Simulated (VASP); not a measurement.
# ZrTa3Nb (Pm-3m) in VASP: further runs

Runs on ZrTa3Nb. Level: PBE. Tasks: single point, relaxation of cell and atoms.

Program: VASP 6.6.1. These are calculated values, not measurements. Logs are shortened: lines on timing, memory, paths and dates and some standing lists are left out, and cuts for length are marked.

## Step 1: The cell of the first run

It takes space group Pm-3m (No. 221, cubic). The conventional cell has a = 4.821 Å, b = 4.821 Å, c = 4.821 Å, α = 90.00°, β = 90.00°, γ = 90.00°. Zr (site symmetry m-3m) has 6 Ta at 2.41 Å within 3.2 Å. Ta (site symmetry 4/mmm) has 2 Zr at 2.41 Å within 3.2 Å. Nb (site symmetry m-3m) has 12 Ta at 3.41 Å and 8 Zr at 4.18 Å within 4.5 Å.

## Step 2: Single point, PBE

Contents of INCAR:

```
ALGO     = Fast           # electronic algorithm
EDIFF    = 1E-7           # SCF threshold, eV
ENCUT    = 520            # plane-wave cutoff, eV
GGA      = PE             # functional
ISIF     = 2              # what is computed and relaxed
ISMEAR   = 0              # smearing method
LASPH    = T              # aspherical terms in the spheres
LCHARG   = F              # write CHGCAR
LREAL    = F              # projectors in reciprocal space
LWAVE    = F              # write WAVECAR
NBANDS   = 37             # bands
NELM     = 60             # most SCF steps
PREC     = Accurate       # precision mode
SIGMA    = 0.1            # smearing width, eV
```

Contents of KPOINTS:

```
k-points
0
Gamma
  8 8 8
```

Contents of POSCAR:

```
ZrTa3Nb
1.0
    4.8208997980      0.0000000000      0.0000000000
    0.0000000000      4.8208997980      0.0000000000
    0.0000000000      0.0000000000      4.8208997980
Zr Ta Nb
1 3 1
Direct
    0.5000000000      0.5000000000      0.5000000000
    0.0000000000      0.5000000000      0.5000000000
    0.5000000000      0.0000000000      0.5000000000
    0.5000000000      0.5000000000      0.0000000000
    0.0000000000      0.0000000000      0.0000000000
```

Potentials or basis: VASP PAW PBE potentials, release 64 (Zr_sv, Ta_pv, Nb_sv).

On the command line:

```
cat potpaw_PBE.64/Zr_sv/POTCAR potpaw_PBE.64/Ta_pv/POTCAR potpaw_PBE.64/Nb_sv/POTCAR > POTCAR
mpirun -np 1 vasp_std > vasp.out
```

OUTCAR:

```text
EDIFF = 1E-7
   ENCUT = 520
   GGA = PE
   ISIF = 2
   ISMEAR = 0
   LASPH = T
   LREAL = F
   NELM = 60
   PREC = Accurate

 ion  position               nearest neighbor table
   1  0.500  0.500  0.500-   2 2.41   3 2.41   4 2.41   4 2.41   3 2.41   2 2.41
   2  0.000  0.500  0.500-   1 2.41   1 2.41   4 3.41   4 3.41   3 3.41   3 3.41   3 3.41   4 3.41
                             4 3.41   3 3.41
   3  0.500  0.000  0.500-   1 2.41   1 2.41   4 3.41   4 3.41   2 3.41   2 3.41   4 3.41   4 3.41
                             2 3.41   2 3.41
   4  0.500  0.500  0.000-   1 2.41   1 2.41   3 3.41   2 3.41   2 3.41   3 3.41   3 3.41   3 3.41
                             2 3.41   2 3.41
   5  0.000  0.000  0.000-

  LATTYP: Found a simple cubic cell.
 ALAT       =     4.8208997980

  Lattice vectors:

 A1 = (   4.8208997980,   0.0000000000,   0.0000000000)
 A2 = (   0.0000000000,   4.8208997980,   0.0000000000)
 A3 = (   0.0000000000,   0.0000000000,   4.8208997980)

Analysis of symmetry for initial positions (statically):
=====================================================================
 Subroutine PRICEL returns:
 Original cell was already a primitive cell.

 Routine SETGRP: Setting up the symmetry group for a
 simple cubic supercell.

 Subroutine GETGRP returns: Found 48 space group operations
 (whereof 48 operations were pure point group operations)
 out of a pool of 48 trial point group operations.

The static configuration has the point symmetry O_h .

Analysis of symmetry for dynamics (positions and initial velocities):
=====================================================================
 Subroutine PRICEL returns:
 Original cell was already a primitive cell.

 Routine SETGRP: Setting up the symmetry group for a
 simple cubic supercell.

 Subroutine GETGRP returns: Found 48 space group operations
 (whereof 48 operations were pure point group operations)
 out of a pool of 48 trial point group operations.

The dynamic configuration has the point symmetry O_h .

 Subroutine INISYM returns: Found 48 space group operations
 (whereof 48 operations are pure point group operations),
 and found     1 'primitive' translations

----------------------------------------------------------------------------------------

                                     Primitive cell

  volume of cell :     112.0429

  direct lattice vectors                    reciprocal lattice vectors
[... 95 lines left out ...]
   EDIFFG = 0.1E-05   stopping-criterion for IOM
   NSW    =      0    number of steps for IOM
   IBRION =     -1    ionic relax: 0-MD 1-quasi-New 2-CG
   NFREE  =      0    steps in history (QN), initial steepest desc. (CG)
   ISIF   =      2    stress and relaxation
   ISYM   =      2    0-nonsym 1-usesym 2-fastsym
   POTIM  = 0.5000    time-step for ionic-motion
   TEBEG  =    0.0;   TEEND  =   0.0 temperature during run
   PSTRESS=    0.0 pullay stress
   NELECT =      58.0000    total number of electrons
   NUPDOWN=      -1.0000    fix difference up-down
   EMIN   =  10.00;   EMAX   =-10.00  energy-range for DOS
   EFERMI =   0.00;   METHOD = LEGACY
   ISMEAR =     0;   SIGMA  =   0.10  broadening in eV -4-tet -1-fermi 0-gaus
   EFERMI_NEDOS =   21; number of points for ismear=-14 and -15
   IALGO  =     68    algorithm
   IMIX   =      4    mixing-type and parameters
     AMIX     =   0.40;   BMIX     =  1.00
     AMIX_MAG =   1.60;   BMIX_MAG =  1.00
  volume/ion in A,a.u.               =      22.41       151.22
  Fermi-wavevector in a.u.,A,eV,Ry     =   1.314486  2.484019 23.509155  1.727874
  Thomas-Fermi vector in A             =   2.444736
   LORBIT       =      0    0 simple, 1 ext, 2 COOP (PROOUT), +10 PAW based schemes
   GGA     = PE    functional components
   LHFCALC =     F    Hartree Fock is set to
   AEXX    =    0.0000 exact exchange contribution
   IVDW    =     0    specifies the selected vdW correction
   LEPSILON=     F    determine dielectric tensor
   LRPA    =     F    only Hartree local field effects (RPA)
 non-spin polarized calculation
 RMM-DIIS sequential band-by-band and
 Gauss-broadening in eV      SIGMA  =   0.10
  energy-cutoff  :      520.00
  volume of cell :      112.04
 maximum number of plane-waves:      3036
 NGX is ok and might be reduce to    36
   NGX = 17   NGY = 17   NGZ = 17

 number of electron      57.9999990 magnetization

 Free energy of the ion-electron system (eV)
  ---------------------------------------------------
  ext. energy  EPLUGINS =         0.00000000
  ---------------------------------------------------
  free energy    TOTEN  =       -44.61416401 eV

  energy without entropy =      -44.57906818  energy(sigma->0) =      -44.59661609

 E-fermi :   5.9879     XC(G=0): -11.2776

 val. band max:        5.9858061721   @ k =   0.5000   0.5000   0.5000
 cond. band min:       5.9948092218   @ k =   0.3750   0.3750   0.1250
 fundamental gap:      0.0090030497
 Fermi energy:         5.9879393745

 k-point     1 :       0.0000    0.0000    0.0000
  band No.  band energies     occupation
      1     -49.6068      2.00000
      2     -41.4391      2.00000
      3     -29.2045      2.00000
      4     -29.2045      2.00000
      5     -29.2045      2.00000
      6     -28.6121      2.00000
[... 949 lines left out ...]
     36       7.9480      0.00000
     37       8.2675      0.00000

 [... further k-points ...]

------------------------ aborting loop because EDIFF is reached ----------------------------------------

  FORCE on cell =-STRESS in cart. coord.  units (eV):
  Direction    XX          YY          ZZ          XY          YZ          ZX
  --------------------------------------------------------------------------------------
  -------------------------------------------------------------------------------------
  Total        0.2198698      0.2198698      0.2198698      0.0000000     -0.0000000      0.0000000
  in kB        3.1440671      3.1440671      3.1440671      0.0000000     -0.0000000      0.0000000
  external PRESSURE =       3.1440671 kB  Pullay stress =       0.0000000 kB

 VOLUME and BASIS-vectors are now :
 -----------------------------------------------------------------------------
  energy-cutoff  :      520.00
  volume of cell :      112.04
      direct lattice vectors                 reciprocal lattice vectors
     4.820899798  0.000000000  0.000000000     0.207430157  0.000000000  0.000000000
     0.000000000  4.820899798  0.000000000     0.000000000  0.207430157  0.000000000
     0.000000000  0.000000000  4.820899798     0.000000000  0.000000000  0.207430157

 POSITION                                       TOTAL-FORCE (eV/Angst)
 -----------------------------------------------------------------------------------
      2.41045      2.41045      2.41045         0.000000      0.000000      0.000000
      0.00000      2.41045      2.41045         0.000000      0.000000      0.000000
      2.41045      0.00000      2.41045         0.000000      0.000000      0.000000
      2.41045      2.41045      0.00000         0.000000      0.000000      0.000000
      0.00000      0.00000      0.00000         0.000000      0.000000      0.000000
 -----------------------------------------------------------------------------------
    total drift:                                0.000000      0.000000      0.000000

  FREE ENERGIE OF THE ION-ELECTRON SYSTEM (eV)
  ---------------------------------------------------
  free  energy   TOTEN  =       -44.6141640124 eV

  energy  without entropy=      -44.5790681766  energy(sigma->0) =      -44.59661609
```

stdout:

```text
POSCAR found type information on POSCAR ZrTaNb
 POSCAR found :  3 types and       5 ions
[... 37 lines left out ...]
 num prob  num prob  num prob  num prob  num prob  num prob  num prob  num prob  num prob  num prob  num prob  num prob  num prob  num prob  num prob  num prob  num prob  num prob  num prob  num prob  num prob  num prob  num prob  num prob  num prob  num prob  num prob  num prob  num prob  num prob  num prob  num prob  num prob  num prob  num prob  num prob  num prob  num prob  num prob  num prob  num prob  num prob  num prob  num prob RMM:  37    -0.446141623041E+02   -0.60206E-06   -0.58040E-06  2886   0.457E-03    0.842E-04
 num prob  num prob  num prob  num prob WARNING in EDDRMM: call to ZHEGV failed, returncode =   6  3     35
 num prob  num prob  num prob  num prob  num prob  num prob  num prob  num prob  num prob  num prob  num prob  num prob  num prob  num prob  num prob  num prob  num prob  num prob  num prob  num prob  num prob  num prob  num pro
```

Wall time 7.9 min (1 thread of Oxide Virtual Turin-like, shared host); peak memory 0.27 GiB.

What came out:

```yaml
Free_energy: -44.6142 eV
Pressure: 0.3 GPa
Band_gap_on_the_k_mesh: zero (bands 29 and 30 overlap by 0.25 eV)
```

Caveat: spin-orbit coupling is left out, which moves the levels of the heavy elements.

## Step 3: Relaxation of cell and atoms, PBE

This run uses another cell than the first one, of 22.61 Å³/atom.

Contents of INCAR:

```
PREC = Accurate
ENCUT = 600
EDIFF = 1E-6
ISMEAR = 0
SIGMA = 0.1
LREAL = F
LASPH = T
NELM = 80
ALGO = Fast
ISIF = 3
LWAVE = F
LCHARG = F
GGA = PE
IBRION = 2
NSW = 100
EDIFFG = -0.01
```

Contents of KPOINTS:

```
regular mesh
0
Gamma
  8 8 8
```

Changes to POSCAR since step 2:

```diff
@@ -2,5 +2,5 @@
 1.0
-    4.8208997980      0.0000000000      0.0000000000
-    0.0000000000      4.8208997980      0.0000000000
-    0.0000000000      0.0000000000      4.8208997980
+    4.8351988723      0.0000000000      0.0000000000
+    0.0000000000      4.8351988723      0.0000000000
+    0.0000000000      0.0000000000      4.8351988723
 Zr Ta Nb
```

Potentials or basis: VASP PAW PBE potentials, release 64 (Zr_sv, Ta_pv, Nb_sv).

On the command line:

```
cat potpaw_PBE.64/Zr_sv/POTCAR potpaw_PBE.64/Ta_pv/POTCAR potpaw_PBE.64/Nb_sv/POTCAR > POTCAR
mpirun -np 1 vasp_std > vasp.out
```

OUTCAR:

```text
PREC = Accurate
   ENCUT = 600
   EDIFF = 1E-6
   ISMEAR = 0
   LREAL = F
   LASPH = T
   NELM = 80
   ISIF = 3
   GGA = PE
   IBRION = 2
   NSW = 100
   EDIFFG = -0.01

 ion  position               nearest neighbor table
   1  0.500  0.500  0.500-   2 2.42   3 2.42   4 2.42   4 2.42   3 2.42   2 2.42
   2  0.000  0.500  0.500-   1 2.42   1 2.42   4 3.42   4 3.42   3 3.42   3 3.42   3 3.42   4 3.42
                             4 3.42   3 3.42
   3  0.500  0.000  0.500-   1 2.42   1 2.42   4 3.42   4 3.42   2 3.42   2 3.42   4 3.42   4 3.42
                             2 3.42   2 3.42
   4  0.500  0.500  0.000-   1 2.42   1 2.42   3 3.42   2 3.42   2 3.42   3 3.42   3 3.42   3 3.42
                             2 3.42   2 3.42
   5  0.000  0.000  0.000-

  LATTYP: Found a simple cubic cell.
 ALAT       =     4.8351988723

[... 273 lines left out ...]
  free energy    TOTEN  =       -44.61519354 eV

  energy without entropy =      -44.58007822  energy(sigma->0) =      -44.59763588

 E-fermi :   5.9617     XC(G=0): -11.2640

 val. band max:        5.9607584867   @ k =   0.5000   0.5000   0.5000
 cond. band min:       5.9695812355   @ k =   0.3750   0.3750   0.1250
 fundamental gap:      0.0088227487
 Fermi energy:         5.9617456528

 k-point     1 :       0.0000    0.0000    0.0000
  band No.  band energies     occupation
      1     -49.6371      2.00000
      2     -41.4615      2.00000
      3     -29.2261      2.00000
      4     -29.2261      2.00000
      5     -29.2261      2.00000
      6     -28.6427      2.00000
[... 877 lines left out ...]
     33       6.8045      0.00000
     34       6.9556      0.00000

 [... further k-points ...]

------------------------ aborting loop because EDIFF is reached ----------------------------------------

  FORCE on cell =-STRESS in cart. coord.  units (eV):
  Direction    XX          YY          ZZ          XY          YZ          ZX
  --------------------------------------------------------------------------------------
  -------------------------------------------------------------------------------------
  Total        0.0009715      0.0009715      0.0009715      0.0000000     -0.0000000      0.0000000
  in kB        0.0138531      0.0138531      0.0138531      0.0000000     -0.0000000      0.0000000
  external PRESSURE =       0.0138531 kB  Pullay stress =       0.0000000 kB
[... 20 lines left out ...]
  FREE ENERGIE OF THE ION-ELECTRON SYSTEM (eV)
  ---------------------------------------------------
  free  energy   TOTEN  =       -44.6151935367 eV

  energy  without entropy=      -44.5800782236  energy(sigma->0) =      -44.59763588

 reached required accuracy - stopping structural energy minimisation
```

OSZICAR:

```text
N       E                     dE             d eps       ncg     rms          rms(c)
DAV:   1     0.690792263164E+03    0.69079E+03   -0.34756E+04  2380   0.192E+03
DAV:   2    -0.196368661968E+01   -0.69276E+03   -0.68453E+03  2680   0.589E+02
DAV:   3    -0.472658379171E+02   -0.45302E+02   -0.44309E+02  3976   0.121E+02
[... 109 lines left out ...]
RMM:  10    -0.446151883000E+02   -0.23855E-05   -0.35753E-05  2738   0.231E-02    0.304E-03
RMM:  11    -0.446151897876E+02   -0.14875E-05   -0.20545E-05  2450   0.187E-02    0.184E-03
RMM:  12    -0.446151916104E+02   -0.18228E-05   -0.15187E-05  2264   0.152E-02    0.181E-03
RMM:  13    -0.446151926185E+02   -0.10081E-05   -0.10475E-05  2066   0.130E-02    0.122E-03
RMM:  14    -0.446151935367E+02   -0.91823E-06   -0.77567E-06  1950   0.118E-02
   3 F= -.44615194E+02 E0= -.44597636E+02  d E =-.138765E-02
```

CONTCAR:

```text
ZrTa3Nb
   1.00000000000000
     4.8255085561511777    0.0000000000000000   -0.0000000000000000
    -0.0000000000000000    4.8255085561511777   -0.0000000000000000
     0.0000000000000000   -0.0000000000000000    4.8255085561511777
  Zr              Ta              Nb
     1     3     1
Direct
     0.5000000000000000    0.5000000000000000    0.5000000000000000
     0.0000000000000000    0.5000000000000000    0.5000000000000000
     0.5000000000000000    0.0000000000000000    0.5000000000000000
     0.5000000000000000    0.5000000000000000    0.0000000000000000
     0.0000000000000000    0.0000000000000000    0.0000000000000000

  0.00000000E+00  0.00000000E+00  0.00000000E+00
  0.00000000E+00  0.00000000E+00  0.00000000E+00
  0.00000000E+00  0.00000000E+00  0.00000000E+00
  0.00000000E+00  0.00000000E+00  0.00000000E+00
  0.00000000E+00  0.00000000E+00  0.00000000E+00
```

It took 24 min on 1 thread of Oxide Virtual Turin-like, shared host; peak memory 0.34 GiB.

Results:

- Free energy: -44.6152 eV
- Relaxed volume: 22.47 Å³/atom
- Relaxed cell: a = 4.826 Å, b = 4.826 Å, c = 4.826 Å, α = 90.00°, β = 90.00°, γ = 90.00°
- Space group after relaxing (to 0.1 Å): Pm-3m (No. 221)
- Energy gained by relaxing: 0.3 meV/atom
- Ionic steps: 3
- Pressure after relaxing: 0.0 GPa
- Band gap on the k mesh: zero (bands 29 and 30 overlap by 0.24 eV)

The path:
| step | energy change (eV) | largest force (eV/Å) | pressure (GPa) | volume (Å³) |
| --- | --- | --- | --- | --- |
| 1 | 0.0000 | 0.0000 | -0.63 | 113.04 |
| 2 | 0.0005 | 0.0000 | 0.79 | 111.59 |
| 3 | -0.0014 | 0.0000 | 0.00 | 112.36 |

Final structure:
```yaml
crystal:
  lattice:
    - [4.82551, 0.00000, 0.00000]
    - [0.00000, 4.82551, 0.00000]
    - [0.00000, 0.00000, 4.82551]
  atoms:
    - { symbol: Zr, position: [0.50000, 0.50000, 0.50000] }
    - { symbol: Ta, position: [0.00000, 0.50000, 0.50000] }
    - { symbol: Ta, position: [0.50000, 0.00000, 0.50000] }
    - { symbol: Ta, position: [0.50000, 0.50000, 0.00000] }
    - { symbol: Nb, position: [0.00000, 0.00000, 0.00000] }
```

Caveat: spin-orbit coupling is left out, which moves the levels of the heavy elements.
